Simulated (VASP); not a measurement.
**Ca: single point with PBEsol**

Crystal: Ca.

```
Ca
1.0
    -2.19049    2.19049    2.19049
     2.19049   -2.19049    2.19049
     2.19049    2.19049   -2.19049
Ca
1
Direct
  0.00000 0.00000 0.00000
```

This isn't the form of Ca at room conditions, which is fcc.

```
Program                 : VASP 6.6.1
Task                    : single point
Functional              : PBEsol
Potentials or basis     : VASP PAW PBE potentials, release 64 (Ca_sv)
Cutoff                  : 520 eV
k mesh                  : 14 × 14 × 14
Occupations             : gaussian, width 0.1 eV
Spin                    : no spin polarisation
Dipole correction       : no
k mesh for the DOS      : 21 × 21 × 21
Occupations for the DOS : tetrahedron
Further INCAR settings  : ALGO = Fast; EDIFF = 1e-07
```

The valence electrons inside the program's atomic spheres are Ca 8.08.

Levels at points of the mesh, in eV from the Fermi level:
| k point | band 3 | band 4 | band 5 | band 6 | band 7 | band 8 |
| --- | --- | --- | --- | --- | --- | --- |
| (0.00, 0.00, 0.00) | -22.90 | -22.90 | -4.12 | 2.26 | 2.26 | 2.26 |

Wall time 3.5 min on 1 thread of Intel Xeon 8259CL (shared host), peak memory 0.24 GiB.
